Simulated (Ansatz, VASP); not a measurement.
**Ti: VASP beside Ansatz**

Contents of INCAR:

```
ALGO = Normal
EDIFF = 1E-8
ENCUT = 520
ISIF = 2
ISMEAR = -1
LASPH = True
LCHARG = False
LEFG = True
LREAL = False
LWAVE = False
NBANDS = 12
NELM = 80
PREC = Accurate
SIGMA = 0.05
```

The input KPOINTS:

```
k-points
0
Gamma
  14 14 14
```

The input POSCAR:

```
Ti
1.0
   -1.6902300000      1.6902300000      1.6410000000
    1.6902300000     -1.6902300000      1.6410000000
    1.6902300000      1.6902300000     -1.6410000000
Ti
1
Direct
    0.0000000000      0.0000000000      0.0000000000
```

Input for Ansatz:

```yaml
crystal:
  lattice:
    - [-1.69023, 1.69023, 1.641]
    - [1.69023, -1.69023, 1.641]
    - [1.69023, 1.69023, -1.641]
  atoms:
    - { symbol: Ti, position: [0.0, 0.0, 0.0] }
kpoints:
  mp_grid: { grid: [14, 14, 14] }
scf:
  occupations: { method: fermi_dirac, width: 0.05 }
hamiltonian:
  xc: lda
  pseudopotentials: { kind: paw, source: ansatz }
output:
  forces: true
  stress: true
  eigenvalues: true
  efg: { contact_densities: true }
  write_density: true
  write_potential: true
  elf: true
  volumetric_format: npy
accuracy: medium
```

Alike in both runs: task electric field gradients; functional LDA; k mesh 14 × 14 × 14; occupations fermi-dirac, width 0.05 eV; no spin polarisation.

|  | VASP | Ansatz |
| --- | --- | --- |
| version | VASP 6.6.1 | Ansatz 0.2.0 |
| potentials or method | VASP PAW LDA potentials, release 64 (Ti_sv) | PAW with Ansatz's default frozen-core files, scalar-relativistic |
| plane-wave cutoff (eV) | 520 | 740 |
| valence electrons in the cell | 12 | 12 |

```csv
,VASP,Ansatz,Ansatz less VASP
gap on the k mesh at the Fermi level (eV),none,none,-
pressure (GPa),-15.1,-15.1,+0.02
"traceless stress, the component that is largest in VASP (GPa)",-0.56,-0.56,-0.005
```

LDA's correlation is that of Perdew and Zunger in VASP and of Perdew and Wang (1992) in Ansatz. A gap of «none» marks a metal or a gap that the smearing closes.
